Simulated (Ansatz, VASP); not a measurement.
Two plane-wave programs on Hf

```
Hf
1.0
     3.20409    0.00000    0.00000
    -1.60204    2.77482    0.00000
     0.00000    0.00000    5.06845
Hf
2
Direct
  0.33333 0.66667 0.25000
  0.66667 0.33333 0.75000
```

Alike in both runs: functional PBE; k mesh 18 × 18 × 8; occupations gaussian, width 0.1 eV; no spin polarisation.

Ansatz relaxed the structure, and its values are those at the end. VASP's run is a single point on that final structure, the one shown.

|  | VASP | Ansatz |
| --- | --- | --- |
| version | VASP 6.6.1 | Ansatz 0.2.0 |
| potentials or method | VASP PAW PBE potentials, release 64 (Hf_pv), cutoff 520 eV | scalar-relativistic, plane waves, PAW |
| valence electrons in the cell | 20 | 52 |

Ansatz gave:

```
gap on the k mesh at the Fermi level (eV) : none
pressure (GPa)                            : 0.0
```

Task: Estimate VASP's values.

Result: gap on the k mesh at the Fermi level (eV): none; pressure (GPa): -0.3.

A gap of «none» marks a metal or a gap that the smearing closes. The functional is the same, so the differences come from potentials, cutoffs and numerics. VASP's potentials hold 20 valence electrons a cell and Ansatz's 52, so a difference there can come from the potentials and not from the codes.

Spin-orbit coupling is off throughout.
